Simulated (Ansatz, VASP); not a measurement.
Sn: VASP beside Ansatz

```
Sn
1.0
    -2.89432    2.89432    1.56149
     2.89432   -2.89432    1.56149
     2.89432    2.89432   -1.56149
Sn
2
Direct
  0.00000 0.00000 0.00000
  0.75000 0.25000 0.50000
```

Alike in both runs: functional LDA; k mesh 16 × 16 × 16; occupations gaussian, width 0.1 eV; no spin polarisation.

Ansatz relaxed the structure, and its values are those at the end. VASP's run is a single point on that final structure, the one shown.

```csv
,VASP,Ansatz
version,VASP 6.6.1,Ansatz 0.2.0
potentials or method,"VASP PAW LDA potentials, release 64 (Sn_d), cutoff 520 eV","scalar-relativistic, plane waves, PAW"
valence electrons in the cell,28,28
```

|  | VASP | Ansatz | Ansatz less VASP |
| --- | --- | --- | --- |
| gap on the k mesh at the Fermi level (eV) | none | none | - |
| pressure (GPa) | 0.0 | 0.0 | -0.02 |

Ansatz warns that its potentials were made for another functional, while VASP's fit it. LDA's correlation is that of Perdew and Zunger in VASP and of Perdew and Wang (1992) in Ansatz. A gap of «none» marks a metal or a gap that the smearing closes.
